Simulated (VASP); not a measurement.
# Zr2BN3 (Amm2) in VASP: further runs

Zr2BN3 is run at these levels: PBE; tasks: single point, relaxation of cell and atoms.

Program: VASP 6.6.1. These are calculated values, not measurements. Logs are shortened: lines on timing, memory, paths and dates and some standing lists are left out, and cuts for length are marked.

**1. The cell of the first run**

Symmetry: Amm2, No. 38, orthorhombic system. The conventional cell has a = 3.304 Å, b = 3.016 Å, c = 13.155 Å, α = 90.00°, β = 90.00°, γ = 90.00°. Zr (site symmetry mm2) has 6 N at 2.24 to 2.25 Å and 8 Zr at 3.02 to 3.40 Å and 2 B at 3.19 Å within 3.4 Å. Within 3.1 Å of Zr (site symmetry mm2) lie 7 N at 2.26 to 2.42 Å and 4 B at 2.54 Å and 2 Zr at 3.02 Å. Within 2.0 Å of B (site symmetry mm2) lie 3 N at 1.53 to 1.61 Å. Within 2.1 Å of N (site symmetry mm2) lie 2 B at 1.61 Å. Within 2.0 Å of N (site symmetry mm2) lie 1 B at 1.53 Å. N (site symmetry mm2) has 5 Zr at 2.25 to 2.35 Å and 6 N at 3.02 Å within 3.1 Å.

**2. Single point, PBE**

Input file INCAR:

```
SYSTEM = Zr2BN3
PREC = Accurate
ENCUT = 520
EDIFF = 1E-6
ISMEAR = 0
SIGMA = 0.1
LREAL = .FALSE.
LASPH = .TRUE.
NELM = 60
ALGO = Normal
ISIF = 2
LWAVE = .FALSE.
LCHARG = .FALSE.
GGA = PE
NBANDS = 30
```

Input file KPOINTS:

```
regular mesh
0
G
  6 6 6
  0 0 0
```

Input file POSCAR:

```
Zr2BN3
1.0
    3.3041714013      0.0000000000      0.0000000000
    0.0000000000      1.5080181691      6.5773658925
    0.0000000000     -1.5080181691      6.5773658925
Zr B N
2 1 3
Direct
    0.5000000000      0.5048691402      0.5048691402
    0.0000000000      0.1994464594      0.1994464594
    0.5000000000      0.7909045920      0.7909045920
    0.5000000000      0.3343474019      0.3343474019
    0.5000000000      0.6748275169      0.6748275169
    0.0000000000      0.0204934870      0.0204934870
```

Potentials or basis: VASP PAW PBE potentials, release 64 (Zr_sv, B, N).

Run with:

```bash
cat potpaw_PBE.64/Zr_sv/POTCAR potpaw_PBE.64/B/POTCAR potpaw_PBE.64/N/POTCAR > POTCAR
mpirun -np 1 vasp_std > vasp.out
```

OUTCAR:

```text
SYSTEM = Zr2BN3
   PREC = Accurate
   ENCUT = 520
   EDIFF = 1E-6
   ISMEAR = 0
   LREAL = .FALSE.
   LASPH = .TRUE.
   NELM = 60
   ISIF = 2
   GGA = PE

 ion  position               nearest neighbor table
   1  0.500  0.505  0.505-   5 2.24   4 2.24   6 2.25   6 2.25   6 2.25   6 2.25   2 3.40   2 3.40
                             2 3.40   2 3.40
   2  0.000  0.199  0.199-   5 2.26   5 2.26   5 2.26   5 2.26   6 2.35   4 2.42   4 2.42   3 2.54
                             3 2.54   3 2.54   3 2.54   1 3.40   1 3.40   1 3.40   1 3.40
   3  0.500  0.791  0.791-   5 1.53   4 1.61   4 1.61   2 2.54   2 2.54   2 2.54   2 2.54
   4  0.500  0.334  0.334-   3 1.61   3 1.61   1 2.24   2 2.42   2 2.42
   5  0.500  0.675  0.675-   3 1.53   1 2.24   2 2.26   2 2.26   2 2.26   2 2.26
   6  0.000  0.020  0.020-   1 2.25   1 2.25   1 2.25   1 2.25   2 2.35

  LATTYP: Found a base centered orthorhombic cell.
 ALAT       =     3.0160363382
 B/A-ratio  =     4.3615959192
 C/A-ratio  =     1.0955343473

  Lattice vectors:

 A1 = (   0.0000000000,   1.5080181691,  -6.5773658925)
 A2 = (   0.0000000000,   1.5080181691,   6.5773658925)
 A3 = (   3.3041714013,   0.0000000000,   0.0000000000)

Analysis of symmetry for initial positions (statically):
=====================================================================
 Subroutine PRICEL returns:
 Original cell was already a primitive cell.

 Routine SETGRP: Setting up the symmetry group for a
 base centered orthorhombic supercell.

 Subroutine GETGRP returns: Found  4 space group operations
 (whereof  4 operations were pure point group operations)
 out of a pool of  8 trial point group operations.

The static configuration has the point symmetry C_2v.

Analysis of symmetry for dynamics (positions and initial velocities):
=====================================================================
 Subroutine PRICEL returns:
 Original cell was already a primitive cell.

 Routine SETGRP: Setting up the symmetry group for a
 base centered orthorhombic supercell.

 Subroutine GETGRP returns: Found  4 space group operations
 (whereof  4 operations were pure point group operations)
 out of a pool of  8 trial point group operations.

The dynamic configuration has the point symmetry C_2v.

 Subroutine INISYM returns: Found  4 space group operations
 (whereof  4 operations are pure point group operations),
 and found     1 'primitive' translations

----------------------------------------------------------------------------------------

                                     Primitive cell

  volume of cell :      65.5467

  direct lattice vectors                    reciprocal lattice vectors
     3.304171401  0.000000000  0.000000000     0.302647738  0.000000000  0.000000000
     0.000000000  1.508018169  6.577365892     0.000000000  0.331560992  0.076018274
     0.000000000 -1.508018169  6.577365892     0.000000000 -0.331560992  0.076018274

  length of vectors
     3.304171401  6.748026443  6.748026443     0.302647738  0.340163886  0.340163886

  position of ions in fractional coordinates (direct lattice)
     0.500000000  0.504869140  0.504869140
     0.000000000  0.199446459  0.199446459
     0.500000000  0.790904592  0.790904592
     0.500000000  0.334347402  0.334347402
     0.500000000  0.674827517  0.674827517
     0.000000000  0.020493487  0.020493487

  ion indices of the primitive-cell ions
   primitive index   ion index
                 1           1
                 2           2
                 3           3
                 4           4
                 5           5
                 6           6

----------------------------------------------------------------------------------------

 KPOINTS: regular mesh

Automatic generation of k-mesh.
 Grid dimensions read from file:
 generate k-points for:    6    6    6

 Generating k-lattice:

  Cartesian coordinates                     Fractional coordinates (reciprocal lattice)
     0.050441290  0.000000000  0.000000000     0.166666667  0.000000000  0.000000000
     0.000000000  0.055260165  0.012669712     0.000000000  0.166666667  0.000000000
     0.000000000 -0.055260165  0.012669712     0.000000000  0.000000000  0.166666667

  Length of vectors
     0.050441290  0.056693981  0.056693981

  Shift w.r.t. Gamma in fractional coordinates (k-lattice)
     0.000000000  0.000000000  0.000000000

 Subroutine IBZKPT returns following result:
 ===========================================

 Found     52 irreducible k-points:

 Following reciprocal coordinates:
            Coordinates               Weight
  0.000000  0.000000  0.000000      1.000000
  0.166667  0.000000  0.000000      2.000000
  0.333333  0.000000  0.000000      2.000000
  0.500000  0.000000  0.000000      1.000000
  0.000000  0.166667 -0.000000      4.000000
  0.166667  0.166667 -0.000000      8.000000
[... 16 lines left out ...]
  0.333333  0.333333  0.166667      8.000000
  0.500000  0.333333  0.166667      4.000000
 [... further k-points ...]
   k-points           NKPTS =     52   k-points in BZ     NKDIM =     52   number of bands    NBANDS=     30
   number of dos      NEDOS =    301   number of ions     NIONS =      6
   total plane-waves  NPLWV =  70000
   dimension x,y,z NGX =    28 NGY =   50 NGZ =   50
   dimension x,y,z NGXF=    56 NGYF=  100 NGZF=  100
   ions per type =               2   1   3
   NGX,Y,Z   is equivalent  to a cutoff of  14.09, 12.32, 12.32 a.u.
   NGXF,Y,Z  is equivalent  to a cutoff of  28.18, 24.64, 24.64 a.u.
 SYSTEM =  Zr2BN3
   PREC   = accura    normal or accurate (medium, high low for compatibility)
   ISTART =      0    job   : 0-new  1-cont  2-samecut
   ICHARG =      2    charge: 1-file 2-atom 10-const
   ISPIN  =      1    spin polarized calculation?
   LNONCOLLINEAR =      F non collinear calculations
   LSORBIT =      F    spin-orbit coupling
   LASPH  =      T    aspherical Exc in radial PAW
   ENCUT  =  520.0 eV  38.22 Ry    6.18 a.u.   6.14 12.55 12.55*2*pi/ulx,y,z
   NELM   =     60;   NELMIN=  2; NELMDL= -5     # of ELM steps
   EDIFF  = 0.1E-05   stopping-criterion for ELM
   LREAL  =      F    real-space projection
   EDIFFG = 0.1E-04   stopping-criterion for IOM
   NSW    =      0    number of steps for IOM
   IBRION =     -1    ionic relax: 0-MD 1-quasi-New 2-CG
   NFREE  =      0    steps in history (QN), initial steepest desc. (CG)
   ISIF   =      2    stress and relaxation
   ISYM   =      2    0-nonsym 1-usesym 2-fastsym
   POTIM  = 0.5000    time-step for ionic-motion
   TEBEG  =    0.0;   TEEND  =   0.0 temperature during run
   PSTRESS=    0.0 pullay stress
   NELECT =      42.0000    total number of electrons
   NUPDOWN=      -1.0000    fix difference up-down
   EMIN   =  10.00;   EMAX   =-10.00  energy-range for DOS
   EFERMI =   0.00;   METHOD = LEGACY
   ISMEAR =     0;   SIGMA  =   0.10  broadening in eV -4-tet -1-fermi 0-gaus
   EFERMI_NEDOS =   21; number of points for ismear=-14 and -15
   IALGO  =     38    algorithm
   IMIX   =      4    mixing-type and parameters
     AMIX     =   0.40;   BMIX     =  1.00
     AMIX_MAG =   1.60;   BMIX_MAG =  1.00
  volume/ion in A,a.u.               =      10.92        73.72
  Fermi-wavevector in a.u.,A,eV,Ry     =   1.411370  2.667103 27.102333  1.991965
  Thomas-Fermi vector in A             =   2.533228
   LORBIT       =      0    0 simple, 1 ext, 2 COOP (PROOUT), +10 PAW based schemes
   GGA     = PE    functional components
   LHFCALC =     F    Hartree Fock is set to
   AEXX    =    0.0000 exact exchange contribution
   IVDW    =     0    specifies the selected vdW correction
   LEPSILON=     F    determine dielectric tensor
   LRPA    =     F    only Hartree local field effects (RPA)
 non-spin polarized calculation
 Gauss-broadening in eV      SIGMA  =   0.10
  energy-cutoff  :      520.00
  volume of cell :       65.55
 maximum number of plane-waves:      1792
 NGX is ok and might be reduce to    28
   NGX = 13   NGY = 25   NGZ = 25

 number of electron      41.9999998 magnetization

 Free energy of the ion-electron system (eV)
  ---------------------------------------------------
  ext. energy  EPLUGINS =         0.00000000
  ---------------------------------------------------
  free energy    TOTEN  =       -55.94059870 eV

  energy without entropy =      -55.93583738  energy(sigma->0) =      -55.93821804

 E-fermi :  10.2105     XC(G=0): -11.9582

 val. band max:       10.1652119276   @ k =   0.3333   0.1667  -0.0000
 cond. band min:      10.2374120461   @ k =   0.5000  -0.1667   0.1667
 fundamental gap:      0.0722001185
 Fermi energy:        10.2104701211

 k-point     1 :       0.0000    0.0000    0.0000
  band No.  band energies     occupation
      1     -39.5605      2.00000
      2     -39.3734      2.00000
      3     -17.9706      2.00000
      4     -17.4817      2.00000
      5     -17.4324      2.00000
      6     -17.3273      2.00000
[... 22 lines left out ...]
     29      13.3099      0.00000
     30      13.9551      0.00000

 k-point     2 :       0.1667    0.0000    0.0000
  band No.  band energies     occupation
      1     -39.5498      2.00000
      2     -39.3632      2.00000
      3     -17.9515      2.00000
      4     -17.6933      2.00000
      5     -17.5028      2.00000
      6     -17.3847      2.00000
[... 22 lines left out ...]
     29      13.9912      0.00000
     30      14.6471      0.00000

 k-point     3 :       0.3333    0.0000    0.0000
  band No.  band energies     occupation
      1     -39.5285      2.00000
      2     -39.3426      2.00000
      3     -18.1222      2.00000
      4     -17.8861      2.00000
      5     -17.7226      2.00000
      6     -17.3948      2.00000
[... 22 lines left out ...]
     29      15.0156      0.00000
     30      15.4208      0.00000

 k-point     4 :       0.5000    0.0000    0.0000
  band No.  band energies     occupation
      1     -39.5177      2.00000
      2     -39.3323      2.00000
      3     -18.2846      2.00000
      4     -17.9898      2.00000
      5     -17.7205      2.00000
      6     -17.4072      2.00000
[... 616 lines left out ...]
     29      14.3497      0.00000
     30      14.9115      0.00000

 k-point    23 :       0.3333    0.3333    0.1667
  band No.  band energies     occupation
      1     -39.5033      2.00000
      2     -39.3169      2.00000
      3     -18.0607      2.00000
      4     -17.8203      2.00000
      5     -17.6785      2.00000
      6     -17.4244      2.00000
[... 22 lines left out ...]
     29      15.0700      0.00000
     30      15.2241      0.00000

 k-point    24 :       0.5000    0.3333    0.1667
  band No.  band energies     occupation
      1     -39.4931      2.00000
      2     -39.3066      2.00000
      3     -18.2066      2.00000
      4     -17.9212      2.00000
      5     -17.6844      2.00000
      6     -17.3845      2.00000
[... 22 lines left out ...]
     29      15.3909      0.00000
     30      15.7574      0.00000

 [... further k-points ...]
[... 5 lines left out ...]
  --------------------------------------------------------------------------------------
  -------------------------------------------------------------------------------------
  Total       -0.0709920     -0.0534836      0.0107076      0.0000000      0.0000000      0.0000000
  in kB       -1.7352777     -1.3073150      0.2617284      0.0000000      0.0000000      0.0000000
  external PRESSURE =      -0.9269548 kB  Pullay stress =       0.0000000 kB

 VOLUME and BASIS-vectors are now :
 -----------------------------------------------------------------------------
  energy-cutoff  :      520.00
  volume of cell :       65.55
      direct lattice vectors                 reciprocal lattice vectors
     3.304171401  0.000000000  0.000000000     0.302647738  0.000000000  0.000000000
     0.000000000  1.508018169  6.577365892     0.000000000  0.331560992  0.076018274
     0.000000000 -1.508018169  6.577365892     0.000000000 -0.331560992  0.076018274

 POSITION                                       TOTAL-FORCE (eV/Angst)
 -----------------------------------------------------------------------------------
      1.65209      0.00000      6.64142         0.000000      0.000000      0.268357
      0.00000      0.00000      2.62366         0.000000      0.000000      0.234376
      1.65209      0.00000     10.40414         0.000000      0.000000     -0.035807
      1.65209      0.00000      4.39825         0.000000      0.000000     -0.170096
      1.65209      0.00000      8.87717         0.000000      0.000000     -0.278371
      0.00000      0.00000      0.26959         0.000000      0.000000     -0.018460
 -----------------------------------------------------------------------------------
    total drift:                                0.000000     -0.000000     -0.000330

  FREE ENERGIE OF THE ION-ELECTRON SYSTEM (eV)
  ---------------------------------------------------
  free  energy   TOTEN  =       -55.9405987026 eV

  energy  without entropy=      -55.9358373812  energy(sigma->0) =      -55.93821804
```

Run time: 3 min. Hardware: 1 thread of Intel Xeon Platinum 8259CL at 2.50GHz (Skylake/Cascade Lake), shared host; peak memory 0.3 GiB.

Results:

- Free energy: -55.9406 eV
- Pressure: -0.1 GPa
- Largest force: 0.278 eV/Å
- Band gap on the k mesh: zero (bands 21 and 22 overlap by 3.07 eV)

Forces in eV/Å, atoms in the order of the input:
```
Zr   0.000  0.000  0.268
Zr   0.000  0.000  0.234
B    0.000  0.000 -0.036
N    0.000  0.000 -0.170
N    0.000  0.000 -0.278
N    0.000  0.000 -0.018
```

Stress tensor (GPa, compression positive):
```
-0.17  0.00  0.00
 0.00 -0.13  0.00
 0.00  0.00  0.03
```

Levels at points of the mesh, in eV from the Fermi level:
| k point | band 17 | band 18 | band 19 | band 20 | band 21 | band 22 | band 23 | band 24 | band 25 | band 26 |
| --- | --- | --- | --- | --- | --- | --- | --- | --- | --- | --- |
| (0.00, 0.00, 0.00) | -3.53 | -3.29 | -2.46 | -2.27 | -1.86 | -1.76 | 1.14 | 2.03 | 2.29 | 2.34 |
| (0.50, 0.00, 0.00) | -4.52 | -4.40 | -4.38 | -3.27 | 1.20 | 1.89 | 2.58 | 2.60 | 2.62 | 2.89 |
| (0.00, 0.50, 0.00) | -5.64 | -4.44 | -3.93 | -3.44 | 0.93 | 1.33 | 2.15 | 2.66 | 3.53 | 3.61 |
| (0.50, 0.50, 0.00) | -4.83 | -4.44 | -3.18 | -2.73 | -2.54 | 0.06 | 1.14 | 3.22 | 3.82 | 4.34 |
| (0.00, 0.50, 0.50) | -4.01 | -3.39 | -2.70 | -2.42 | -1.88 | -1.87 | 1.05 | 1.57 | 2.28 | 2.79 |
| (0.50, 0.50, 0.50) | -4.65 | -4.53 | -4.37 | -4.14 | 1.04 | 1.75 | 2.30 | 2.52 | 2.55 | 3.00 |

[end of part 1 of 2]

The gap in the log of VASP goes by the Fermi energy; the results here count the filled bands.